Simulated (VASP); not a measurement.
**SnSe: relaxation of cell and atoms with PBE+D4**

The system is SnSe.

```
CELL_PARAMETERS angstrom
0.00000 3.01000 3.01000
3.01000 0.00000 3.01000
3.01000 3.01000 0.00000
ATOMIC_POSITIONS crystal
Sn 0.00000 0.00000 0.00000
Se 0.50000 0.50000 0.50000
```

```
Program                : VASP 6.6.1
Task                   : relaxation of cell and atoms
Functional             : PBE
Dispersion             : D4
Potentials or basis    : VASP PAW PBE potentials, release 64 (Sn_d, Se)
Cutoff                 : 600 eV
k mesh                 : 8 × 8 × 8
Occupations            : fermi-dirac, width 0.05 eV
Spin                   : no spin polarisation
Dipole correction      : no
Further INCAR settings : ALGO = Normal; EDIFF = 1e-06; IBRION = 2; EDIFFG = -0.01; NSW = 60; ISIF = 3
```

```yaml
Relaxed_volume: 26.61 Å³/atom
Relaxed_cell: a = 4.222 Å, b = 4.222 Å, c = 4.222 Å, α = 60.00°, β = 60.00°, γ = 60.00°
Space_group_after_relaxing_to_0.05_Å: Fm-3m (No. 225)
Energy_gained_by_relaxing: 2.5 meV/atom
Ionic_steps: 3
Pressure_after_relaxing: 0.0 GPa
Band_gap_on_the_k_mesh: 0.69 eV, direct
Dispersion_energy_per_atom: -0.397 eV
```

Step by step:
| step | energy change (eV) | largest force (eV/Å) | pressure (GPa) | volume (Å³) |
| --- | --- | --- | --- | --- |
| 1 | 0.0000 | 0.0000 | -1.17 | 54.54 |
| 2 | -0.0048 | 0.0000 | 0.22 | 52.99 |
| 3 | -0.0050 | 0.0000 | 0.04 | 53.21 |

Final structure:
```
Sn Se
1.0
     0.00000    2.98533    2.98533
     2.98533    0.00000    2.98533
     2.98533    2.98533    0.00000
Sn Se
1 1
Cartesian
  0.0000 0.0000 0.0000
  2.9853 2.9853 2.9853
```

Levels at points of the mesh, in eV from the valence-band top:
```
           k point  band 6  band 7  band 8  band 9  band 10  band 11  band 12  band 13  band 14
(0.00, 0.00, 0.00)  -14.02   -4.96   -2.24   -2.24    -2.24     4.43     4.43     4.43     5.86
(0.50, 0.00, 0.00)  -13.03   -8.15   -1.99   -1.99     0.00     0.69     1.26     1.26     8.34
(0.50, 0.50, 0.00)  -12.73   -5.99   -5.62   -3.73    -3.73     2.96     5.51     5.51     6.15
```

It took 2.1 min on 1 thread of AMD EPYC 7R13, with other jobs on the host, peak memory 0.2 GiB.

Caveat: spin-orbit coupling is left out, which moves the levels of the heavy elements. A k mesh can miss the band edges.
